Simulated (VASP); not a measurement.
Write the native input for VASP 6.6.1 that does the following.

| Property | Result |
| --- | --- |
| Task | single point |
| Functional | PBE |
| Potentials or basis | VASP PAW PBE potentials, release 64 (Sr_sv, Pr_3, I), 4f in core |
| Cutoff | 500 eV |
| k mesh | 10 × 10 × 8 |
| Occupations | gaussian, width 0.1 eV |
| Spin | no spin polarisation |
| Dipole correction | no |
| Mended | yes |
| Further INCAR settings | ALGO = Normal; EDIFF = 1e-06; NBANDS = 21 |

The structure of SrPrI lies in POSCAR:

```
SrPrI
1.0
    5.1872669429      0.0000000000      0.0000000000
    0.0000000000      5.1872669429      0.0000000000
    0.0000000000      0.0000000000      6.2075548082
Sr Pr I
1 1 1
Direct
    0.5000000000      0.5000000000      0.5000000000
    0.0000000000      0.0000000000      0.5000000000
    0.0000000000      0.0000000000      0.0000000000
```

The cell was built from a structure type or drawn by symmetry, and may not be a known phase.

The input as run:

INCAR

```
SYSTEM = SrPrI
ALGO = Normal ; EDIFF = 1E-6
ENCUT = 500 ; GGA = PE
GGA_COMPAT = .False. ; ISIF = 2
ISMEAR = 0 ; LASPH = .True.
LCHARG = .True. ; LELF = .True.
LMAXMIX = 6 ; LREAL = .False.
LVHAR = .True. ; LWAVE = .False.
NBANDS = 21 ; NELM = 200
PREC = Accurate ; SIGMA = 0.1
```

KPOINTS

```
k-points
0
Gamma
  10 10 8
  0 0 0
```

Potentials or basis: VASP PAW PBE potentials, release 64 (Sr_sv, Pr_3, I), 4f in core.

Launch:

```sh
$ cat potpaw_PBE.64/Sr_sv/POTCAR potpaw_PBE.64/Pr_3/POTCAR potpaw_PBE.64/I/POTCAR > POTCAR
$ mpirun -np 1 vasp_std > vasp.out
```

Results of the run:

```yaml
Pressure: 0.0 GPa
Band_gap_on_the_k_mesh: zero (bands 14 and 15 overlap by 0.46 eV)
```

Caveat: spin-orbit coupling is left out, which moves the levels of the heavy elements; the 4f electrons are frozen in the core, so they carry no moment and show no levels; the run has no spin polarisation, though such a crystal can be magnetic.

It took 5.3 min on 1 thread of Intel(R) Xeon(R) Platinum 8488C (Sapphire Rapids), on a shared host, peak memory 0.56 GiB.
